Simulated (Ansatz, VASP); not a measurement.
# One calculation of AlN, two programs

```
CELL_PARAMETERS angstrom
-3.13024 0.00000 0.00000
0.00000 5.42173 0.00000
1.56512 -2.71087 -5.01798
ATOMIC_POSITIONS crystal
Al 0.98955 0.33247 0.99827
Al 0.48955 0.83247 0.99827
Al 0.25872 0.91580 0.49827
Al 0.75872 0.41580 0.49827
N 0.81684 0.14170 0.61673
N 0.31684 0.64170 0.61673
N 0.04988 0.72503 0.11673
N 0.54988 0.22503 0.11673
```

Change from the starting cell: mode 4 (236.4 1/cm) frozen in, largest displacement +0.030 Å.

Alike in both runs: task single point; functional PBE; k mesh 8 × 8 × 8; occupations gaussian, width 0.05 eV; no spin polarisation.

```csv
,VASP,Ansatz
version,VASP 6.6.1,Ansatz 0.2.0
potentials or method,"VASP PAW PBE potentials, release 64 (Al, N), cutoff 520 eV","scalar-relativistic, plane waves, PAW"
valence electrons in the cell,32,32
```

|  | VASP | Ansatz | Ansatz less VASP |
| --- | --- | --- | --- |
| gap on the k mesh at the Fermi level (eV) | 4.03 | 4.02 | -0.009 |
| least direct gap on the mesh (eV) | 4.03 | 4.02 | -0.009 |
| pressure (GPa) | -0.3 | 0.0 | +0.27 |
| traceless stress, the component that is largest in VASP (GPa) | 0.12 | 0.11 | -0.003 |
| rms of the force components (eV/Å) | 0.075 | 0.075 | -0.0004 |

Atom by atom the forces differ by 0.001 eV/Å (rms over components). With one functional, cell and mesh, what is left measures potentials, basis and numerics.
